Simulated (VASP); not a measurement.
Input of a VASP 6.6.1 run:

INCAR

```
SYSTEM = Ta3N
ALGO     = Normal         ! electronic algorithm
EDIFF    = 1E-6           ! SCF threshold, eV
ENCUT    = 520            ! plane-wave cutoff, eV
GGA      = PE             ! functional
ISIF     = 2              ! what is computed and relaxed
ISMEAR   = 0              ! smearing method
ISPIN    = 2              ! spin polarisation
LASPH    = .True.         ! aspherical terms in the spheres
LCHARG   = .False.        ! write CHGCAR
LMAXMIX  = 4              ! l up to which the mixer works
LORBIT   = 11             ! projections on sites
LREAL    = .False.        ! projectors in reciprocal space
LWAVE    = .False.        ! write WAVECAR
MAGMOM   = 1 1 1 0        ! initial moments
NBANDS   = 31             ! bands
NELM     = 150            ! most SCF steps
PREC     = Accurate       ! precision mode
SIGMA    = 0.1            ! smearing width, eV
```

File KPOINTS:

```
k-points
0
Gamma
  6 6 6
  0 0 0
```

File POSCAR:

```
Ta3N
1.0
    1.5371318320      0.8874634770      7.3370294506
   -1.5371318320      0.8874634770      7.3370294506
    0.0000000000     -1.7749269539      7.3370294506
Ta N
3 1
Direct
    0.7240937293      0.7240937293      0.7240937293
    0.2759062707      0.2759062707      0.2759062707
    0.5000000000      0.5000000000      0.5000000000
    0.0000000000      0.0000000000      0.0000000000
```

Potentials or basis: VASP PAW PBE potentials, release 64 (Ta_pv, N).

The run is started by

```bash
$ cat potpaw_PBE.64/Ta_pv/POTCAR potpaw_PBE.64/N/POTCAR > POTCAR
$ mpirun -np 1 vasp_std > vasp.out
```

What does it give for the pressure?

0.2 GPa.

Predict the band gap on the k mesh.

zero (filled and empty bands overlap).

Predict the largest force.

0.053 eV/Å.

Forces in eV/Å, atoms in the order of the input:
```
Ta   0.000  0.000  0.053
Ta   0.000  0.000 -0.053
Ta   0.000  0.000  0.000
N    0.000  0.000  0.000
```

Caveat: the k points lie up to 0.40 Å⁻¹ apart; spin-orbit coupling is left out, which moves the levels of the heavy elements.
